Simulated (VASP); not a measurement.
# C (Fd-3m) in VASP: a series of runs, part 2 of 2

VASP 6.6.1.

## (4) Single point, PBEsol (functional PBEsol, strained)

INCAR reads:

```
SYSTEM = C
PREC     = Accurate       ! precision mode
ENCUT    = 520            ! plane-wave cutoff, eV
EDIFF    = 1E-7           ! SCF threshold, eV
ISMEAR   = 0              ! smearing method
SIGMA    = 0.02           ! smearing width, eV
LREAL    = .False.        ! projectors in reciprocal space
LASPH    = .True.         ! aspherical terms in the spheres
NELM     = 60             ! most SCF steps
ALGO     = Normal         ! electronic algorithm
ISIF     = 2              ! what is computed and relaxed
LWAVE    = .False.        ! write WAVECAR
LCHARG   = .False.        ! write CHGCAR
GGA      = PS             ! functional
NBANDS   = 11             ! bands
```

KPOINTS reads:

```
regular mesh
0
Gamma
  12 12 12
  0 0 0
```

POSCAR reads:

```
C
1.0
    0.0000000000      1.7628552320      1.7628552320
    1.7628552320      0.0000000000      1.7628552320
    1.7628552320      1.7628552320      0.0000000000
C
2
Direct
    0.5000000000      0.5000000000      0.5000000000
    0.7500000000      0.7500000000      0.7500000000
```

Potentials or basis: VASP PAW PBE potentials, release 64 (C).

Launch:

```bash
$ cat potpaw_PBE.64/C/POTCAR > POTCAR
$ mpirun -np 1 vasp_std > vasp.out
```

OUTCAR:

```text
SYSTEM = C
   PREC = Accurate
   ENCUT = 520
   EDIFF = 1E-7
   ISMEAR = 0
   LREAL = .False.
   LASPH = .True.
   NELM = 60
   ISIF = 2
   GGA = PS

 ion  position               nearest neighbor table
   1  0.500  0.500  0.500-   2 1.53   2 1.53   2 1.53   2 1.53
   2  0.750  0.750  0.750-   1 1.53   1 1.53   1 1.53   1 1.53

  LATTYP: Found a face centered cubic cell.
 ALAT       =     3.5257104640

  Lattice vectors:

 A1 = (   0.0000000000,   1.7628552320,   1.7628552320)
 A2 = (   1.7628552320,   0.0000000000,   1.7628552320)
 A3 = (   1.7628552320,   1.7628552320,   0.0000000000)

Analysis of symmetry for initial positions (statically):
=====================================================================
 Subroutine PRICEL returns:
 Original cell was already a primitive cell.

 Routine SETGRP: Setting up the symmetry group for a
 face centered cubic supercell.

 Subroutine GETGRP returns: Found 48 space group operations
 (whereof 24 operations were pure point group operations)
 out of a pool of 48 trial point group operations.

The static configuration has the point symmetry T_d .
 The point group associated with its full space group is O_h .

Analysis of symmetry for dynamics (positions and initial velocities):
=====================================================================
 Subroutine PRICEL returns:
 Original cell was already a primitive cell.

 Routine SETGRP: Setting up the symmetry group for a
 face centered cubic supercell.

 Subroutine GETGRP returns: Found 48 space group operations
 (whereof 24 operations were pure point group operations)
 out of a pool of 48 trial point group operations.

The dynamic configuration has the point symmetry T_d .
 The point group associated with its full space group is O_h .

 Subroutine INISYM returns: Found 48 space group operations
 (whereof 24 operations are pure point group operations),
 and found     1 'primitive' translations

----------------------------------------------------------------------------------------

                                     Primitive cell

  volume of cell :      10.9567

  direct lattice vectors                    reciprocal lattice vectors
     0.000000000  1.762855232  1.762855232    -0.283630777  0.283630777  0.283630777
     1.762855232  0.000000000  1.762855232     0.283630777 -0.283630777  0.283630777
     1.762855232  1.762855232  0.000000000     0.283630777  0.283630777 -0.283630777

  length of vectors
     2.493053778  2.493053778  2.493053778     0.491262917  0.491262917  0.491262917

  position of ions in fractional coordinates (direct lattice)
     0.500000000  0.500000000  0.500000000
     0.750000000  0.750000000  0.750000000

  ion indices of the primitive-cell ions
   primitive index   ion index
                 1           1
                 2           2

----------------------------------------------------------------------------------------

 KPOINTS: regular mesh

Automatic generation of k-mesh.
 Grid dimensions read from file:
[... 23 lines left out ...]
  0.083333  0.000000  0.000000      8.000000
  0.166667  0.000000  0.000000      8.000000
  0.250000  0.000000  0.000000      8.000000
  0.333333  0.000000  0.000000      8.000000
  0.416667  0.000000  0.000000      8.000000
[... 16 lines left out ...]
  0.500000  0.166667  0.000000     24.000000
 -0.416667  0.166667  0.000000     24.000000
 [... further k-points ...]
   k-points           NKPTS =     72   k-points in BZ     NKDIM =     72   number of bands    NBANDS=     11
   number of dos      NEDOS =    301   number of ions     NIONS =      2
   total plane-waves  NPLWV =   8000
   dimension x,y,z NGX =    20 NGY =   20 NGZ =   20
   dimension x,y,z NGXF=    40 NGYF=   40 NGZF=   40
   ions per type =               2
   NGX,Y,Z   is equivalent  to a cutoff of  13.34, 13.34, 13.34 a.u.
   NGXF,Y,Z  is equivalent  to a cutoff of  26.67, 26.67, 26.67 a.u.
 SYSTEM =  C
   PREC   = accura    normal or accurate (medium, high low for compatibility)
   ISTART =      0    job   : 0-new  1-cont  2-samecut
   ICHARG =      2    charge: 1-file 2-atom 10-const
   ISPIN  =      1    spin polarized calculation?
   LNONCOLLINEAR =      F non collinear calculations
   LSORBIT =      F    spin-orbit coupling
   LASPH  =      T    aspherical Exc in radial PAW
   ENCUT  =  520.0 eV  38.22 Ry    6.18 a.u.   4.64  4.64  4.64*2*pi/ulx,y,z
   NELM   =     60;   NELMIN=  2; NELMDL= -5     # of ELM steps
   EDIFF  = 0.1E-06   stopping-criterion for ELM
   LREAL  =      F    real-space projection
   EDIFFG = 0.1E-05   stopping-criterion for IOM
   NSW    =      0    number of steps for IOM
   IBRION =     -1    ionic relax: 0-MD 1-quasi-New 2-CG
   NFREE  =      0    steps in history (QN), initial steepest desc. (CG)
   ISIF   =      2    stress and relaxation
   ISYM   =      2    0-nonsym 1-usesym 2-fastsym
   POTIM  = 0.5000    time-step for ionic-motion
   TEBEG  =    0.0;   TEEND  =   0.0 temperature during run
   PSTRESS=    0.0 pullay stress
   NELECT =       8.0000    total number of electrons
   NUPDOWN=      -1.0000    fix difference up-down
   EMIN   =  10.00;   EMAX   =-10.00  energy-range for DOS
   EFERMI =   0.00;   METHOD = LEGACY
   ISMEAR =     0;   SIGMA  =   0.02  broadening in eV -4-tet -1-fermi 0-gaus
   EFERMI_NEDOS =   21; number of points for ismear=-14 and -15
   IALGO  =     38    algorithm
   IMIX   =      4    mixing-type and parameters
     AMIX     =   0.40;   BMIX     =  1.00
     AMIX_MAG =   1.60;   BMIX_MAG =  1.00
  volume/ion in A,a.u.               =       5.48        36.97
  Fermi-wavevector in a.u.,A,eV,Ry     =   1.474161  2.785760 29.567500  2.173150
  Thomas-Fermi vector in A             =   2.588966
   LORBIT       =      0    0 simple, 1 ext, 2 COOP (PROOUT), +10 PAW based schemes
   GGA     = PS    functional components
   LHFCALC =     F    Hartree Fock is set to
   AEXX    =    0.0000 exact exchange contribution
   IVDW    =     0    specifies the selected vdW correction
   LEPSILON=     F    determine dielectric tensor
   LRPA    =     F    only Hartree local field effects (RPA)
 non-spin polarized calculation
 Gauss-broadening in eV      SIGMA  =   0.02
  energy-cutoff  :      520.00
  volume of cell :       10.96
 maximum number of plane-waves:       304
   NGX =  9   NGY =  9   NGZ =  9

 number of electron       7.9999999 magnetization

 Free energy of the ion-electron system (eV)
  ---------------------------------------------------
  ext. energy  EPLUGINS =         0.00000000
  ---------------------------------------------------
  free energy    TOTEN  =       -19.23839003 eV

  energy without entropy =      -19.23839003  energy(sigma->0) =      -19.23839003

 E-fermi :  10.3610     XC(G=0): -13.6049

 val. band max:       10.2179290260   @ k =   0.0000   0.0000   0.0000
 cond. band min:      14.3343610232   @ k =   0.3333   0.3333   0.0000
 fundamental gap:      4.1164319972
 Fermi energy:        10.3610331102

 k-point     1 :       0.0000    0.0000    0.0000
  band No.  band energies     occupation
      1     -11.7761      2.00000
      2      10.2179      2.00000
      3      10.2179      2.00000
      4      10.2179      2.00000
      5      15.8534      0.00000
      6      15.8534      0.00000
      7      15.8534      0.00000
      8      24.3864      0.00000
      9      29.6296      0.00000
     10      37.0738      0.00000
     11      37.0738      0.00000
[... 309 lines left out ...]
 k-point    24 :      -0.4167    0.1667    0.0000
  band No.  band energies     occupation
      1      -5.3481      2.00000
      2      -2.7338      2.00000
      3       4.5710      2.00000
      4       6.4890      2.00000
      5      17.7821      0.00000
      6      20.6147      0.00000
      7      21.8525      0.00000
      8      25.9719      0.00000
      9      29.8541      0.00000
     10      34.6292      0.00000
     11      35.2908      0.00000

 [... further k-points ...]

------------------------ aborting loop because EDIFF is reached ----------------------------------------

  FORCE on cell =-STRESS in cart. coord.  units (eV):
  Direction    XX          YY          ZZ          XY          YZ          ZX
  --------------------------------------------------------------------------------------
  -------------------------------------------------------------------------------------
  Total        0.8489183      0.8489183      0.8489183      0.0000000      0.0000000      0.0000000
  in kB      124.1356467    124.1356467    124.1356467      0.0000000      0.0000000      0.0000000
  external PRESSURE =     124.1356467 kB  Pullay stress =       0.0000000 kB

 VOLUME and BASIS-vectors are now :
 -----------------------------------------------------------------------------
  energy-cutoff  :      520.00
  volume of cell :       10.96
      direct lattice vectors                 reciprocal lattice vectors
     0.000000000  1.762855232  1.762855232    -0.283630777  0.283630777  0.283630777
     1.762855232  0.000000000  1.762855232     0.283630777 -0.283630777  0.283630777
     1.762855232  1.762855232  0.000000000     0.283630777  0.283630777 -0.283630777

 POSITION                                       TOTAL-FORCE (eV/Angst)
 -----------------------------------------------------------------------------------
      1.76286      1.76286      1.76286        -0.000000     -0.000000     -0.000000
      2.64428      2.64428      2.64428         0.000000      0.000000      0.000000
 -----------------------------------------------------------------------------------
    total drift:                                0.000000     -0.000000      0.000000

  FREE ENERGIE OF THE ION-ELECTRON SYSTEM (eV)
  ---------------------------------------------------
  free  energy   TOTEN  =       -19.2383900272 eV

  energy  without entropy=      -19.2383900272  energy(sigma->0) =      -19.23839003
```

It took 3.8 s on 1 thread of Intel Xeon 6975P-C (Granite Rapids), shared host; peak memory 0.12 GiB.

Results:

```yaml
Free_energy: -19.2384 eV
Pressure: 12.4 GPa
Band_gap_on_the_k_mesh: 4.12 eV, indirect (least direct gap 5.64 eV)
```

Caveat: the cell differs from its parent crystal (functional PBEsol, strained); the PAW data sets were made with another functional, which shifts forces and pressure a little.

## (5) Single point, PBE (strained)

INCAR reads:

```
SYSTEM = C
  PREC = Accurate
  ENCUT = 520
  EDIFF = 1E-6
  ISMEAR = 0
  SIGMA = 0.02
  LREAL = .FALSE.
  LASPH = .TRUE.
  NELM = 80
  ALGO = Normal
  ISIF = 2
  LWAVE = .FALSE.
  LCHARG = .FALSE.
  GGA = PE
  NBANDS = 11
```

KPOINTS reads:

```
Automatic mesh
0
G
  12 12 12
  0 0 0
```

POSCAR reads:

```
C
1.0
    0.0000000000      1.7600196260      1.7600196260
    1.7600196260      0.0000000000      1.7600196260
    1.7600196260      1.7600196260      0.0000000000
C
2
Direct
    0.5000000000      0.5000000000      0.5000000000
    0.7500000000      0.7500000000      0.7500000000
```

Launch:

```bash
$ cat potpaw_PBE.64/C/POTCAR > POTCAR
$ mpirun -np 1 vasp_std > vasp.out
```

Wall time 3.5 s (1 thread of Intel Xeon 6975P-C (Granite Rapids), shared host); peak memory 0.11 GiB.

The run converged. Its results:

```yaml
Free_energy: -18.1528 eV
Pressure: 21.3 GPa
Band_gap_on_the_k_mesh: 4.24 eV, indirect (least direct gap 5.70 eV)
```

Levels at points of the mesh, in eV from the valence-band top:
```
           k point  band 1  band 2  band 3  band 4  band 5  band 6  band 7  band 8  band 9
(0.00, 0.00, 0.00)  -22.02    0.00    0.00    0.00    5.70    5.70    5.70   14.25   19.81
(0.50, 0.00, 0.00)  -16.01  -13.82   -2.90   -2.90    8.62    8.62    9.39   16.06   22.48
(0.50, 0.50, 0.00)  -13.05  -13.05   -6.54   -6.54    4.84    4.84   17.42   17.42   23.99
```

Caveat: the cell differs from its parent crystal (strained). A k mesh can miss the band edges.

## (6) The runs side by side

```csv
level,cell,gap on the mesh (eV),pressure (GPa)
PBE,"a = 2.572 Å, angles 60.0°, 2 atoms",4.02,-20.8
PBE,"a = 2.647 Å, angles 60.0°, 2 atoms",3.83,-46.5
PBEsol,"a = 2.493 Å, angles 60.0°, 2 atoms",4.12,12.4
PBE,"a = 2.489 Å, angles 60.0°, 2 atoms",4.24,21.3
```

Alike in all rows: task single point; potentials or basis VASP PAW PBE potentials, release 64 (C); no spin polarisation; k mesh 12 × 12 × 12; cutoff (eV) 520; smearing gaussian 0.02 eV.

Caveats: the PAW data sets were made with another functional, which shifts forces and pressure a little (some runs).

Absolute energies hang on the potentials; compare differences alone.
